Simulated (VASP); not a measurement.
Here is a VASP 6.6.1 calculation.

INCAR

```
SYSTEM = Rb
PREC = Accurate
ENCUT = 520
EDIFF = 1E-6
ISMEAR = -1
SIGMA = 0.08
LREAL = .False.
LASPH = .True.
NELM = 60
ALGO = Normal
ISIF = 2
LWAVE = .False.
LCHARG = .False.
GGA = PE
NBANDS = 10
```

File KPOINTS:

```
regular mesh
0
Gamma
  10 10 10
  0 0 0
```

File POSCAR:

```
Rb
1.0
   -2.7247846308      2.7247846308      2.7247846308
    2.7247846308     -2.7247846308      2.7247846308
    2.7247846308      2.7247846308     -2.7247846308
Rb
1
Direct
    0.0000000000      0.0000000000      0.0000000000
```

Potentials or basis: VASP PAW PBE potentials, release 64 (Rb_sv).

The run is started by

```bash
$ cat potpaw_PBE.64/Rb_sv/POTCAR > POTCAR
$ mpirun -np 1 vasp_std > vasp.out
```

(1) Predict the pressure.

(2) What does it give for the band gap on the k mesh?

Results:

(1) 0.4 GPa.

(2) zero (an odd number of electrons rules out a gap without spin polarisation).
